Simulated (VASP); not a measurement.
Here is a VASP 6.6.1 calculation.

File INCAR:

```
ALGO = Normal
EDIFF = 1E-7
ENCUT = 520
GGA = PE
ISIF = 2
ISMEAR = 0
LASPH = T
LCHARG = F
LREAL = Auto
LWAVE = F
NBANDS = 78
NELM = 80
PREC = Accurate
SIGMA = 0.1
```

Contents of KPOINTS:

```
k-points
0
Gamma
  7 8 8
```

File POSCAR:

```
TaN
1.0
    0.0000000000      0.0000000000     -5.7955432028
    2.9501846797     -5.1098697569      0.0000000000
   -5.9003693593      0.0000000000      0.0000000000
Ta N
8 8
Direct
    0.2500000000      0.1666666667      0.3333333333
    0.7500000000      0.1666666667      0.3333333333
    0.2500000000      0.6666666667      0.3333333333
    0.7500000000      0.6666666667      0.3333333333
    0.2500000000      0.1666666667      0.8333333333
    0.7500000000      0.1666666667      0.8333333333
    0.2500000000      0.6666666667      0.8333333333
    0.7500000000      0.6666666667      0.8333333333
    0.5000000000      0.0000000000      0.5000000000
    0.0000000000      0.0000000000      0.5000000000
    0.5000000000      0.5000000000      0.5000000000
    0.0000000000      0.5000000000      0.5000000000
    0.5000000000      0.0000000000      0.0000000000
    0.0000000000      0.0000000000      0.0000000000
    0.5000000000      0.5000000000      0.0000000000
    0.0000000000      0.5000000000      0.0000000000
```

Potentials or basis: VASP PAW PBE potentials, release 64 (Ta_pv, N).

Launch:

```bash
$ cat potpaw_PBE.64/Ta_pv/POTCAR potpaw_PBE.64/N/POTCAR > POTCAR
$ mpirun -np 1 vasp_std > vasp.out
```

(1) Estimate the band gap on the k mesh.

(2) Estimate the pressure.

Results:

(1) zero (bands 64 and 65 overlap by 0.30 eV).

(2) 0.7 GPa.

Caveat: spin-orbit coupling is left out, which moves the levels of the heavy elements.
